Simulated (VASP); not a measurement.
Here is a VASP 6.6.1 calculation.

The input POSCAR:

```
Zn
1.0
   -1.5896845915      1.5896845915      1.5896845915
    1.5896845915     -1.5896845915      1.5896845915
    1.5896845915      1.5896845915     -1.5896845915
Zn
1
Direct
    0.0000000000      0.0000000000      0.0000000000
```

File INCAR.step1:

```
PREC = Accurate
ENCUT = 520
EDIFF = 1E-5
ISMEAR = -1
SIGMA = 0.05
LREAL = False
LASPH = True
NELM = 60
ALGO = Normal
ISIF = 2
LWAVE = True
GGA = PE
NBANDS = 12
```

INCAR.step2

```
PREC = Accurate
ENCUT = 520
EDIFF = 1E-6
ISMEAR = -1
SIGMA = 0.05
LREAL = False
LASPH = True
NELM = 60
ALGO = Normal
ISIF = 2
LWAVE = False
LCHARG = True
GGA = PE
LHFCALC = True
AEXX = 0.25
PRECFOCK = Normal
LELF = True
LVHAR = True
ISTART = 1
NBANDS = 12
```

KPOINTS

```
Automatic mesh
0
Gamma
  8 8 8
```

Potentials or basis: VASP PAW PBE potentials, release 64 (Zn).

Command:

```bash
$ cat potpaw_PBE.64/Zn/POTCAR > POTCAR
$ cp INCAR.step1 INCAR
$ mpirun -np 1 vasp_std > vasp.out
$ cp INCAR.step2 INCAR
$ mpirun -np 1 vasp_std > vasp.out
```

Q: What does it give for the band gap on the k mesh?

A: Zero (bands 6 and 7 overlap by 6.38 eV).

Q: What does it give for the pressure?

A: -4.0 GPa.

Caveat: the cell stands under tension; the PAW data sets were made with another functional, which shifts forces and pressure a little.
